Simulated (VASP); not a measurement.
Input of a VASP 6.6.1 run:

INCAR

```
  PREC = Accurate
  ENCUT = 520
  EDIFF = 1E-8
  ISMEAR = -1
  SIGMA = 0.05
  LREAL = F
  LASPH = T
  NELM = 100
  ALGO = Normal
  ISIF = 2
  LWAVE = F
  LCHARG = F
  GGA = CA
  LEFG = T
  NBANDS = 12
```

KPOINTS

```
Automatic mesh
0
Gamma
  15 15 15
```

Contents of POSCAR:

```
Ag
1.0
    0.0000000000      2.0633300285      2.0633300285
    2.0633300285      0.0000000000      2.0633300285
    2.0633300285      2.0633300285      0.0000000000
Ag
1
Direct
    0.0000000000      0.0000000000      0.0000000000
```

Potentials or basis: VASP PAW LDA potentials, release 64 (Ag).

The run is started by

```bash
$ cat potpaw_LDA.64/Ag/POTCAR > POTCAR
$ mpirun -np 1 vasp_std > vasp.out
```

Problem. What does it give for the pressure?

Solution. -9.8 GPa.

Caveat: without QUAD_EFG the Cq values of the log hold for a quadrupole moment of 1 mb, not for the nuclei.
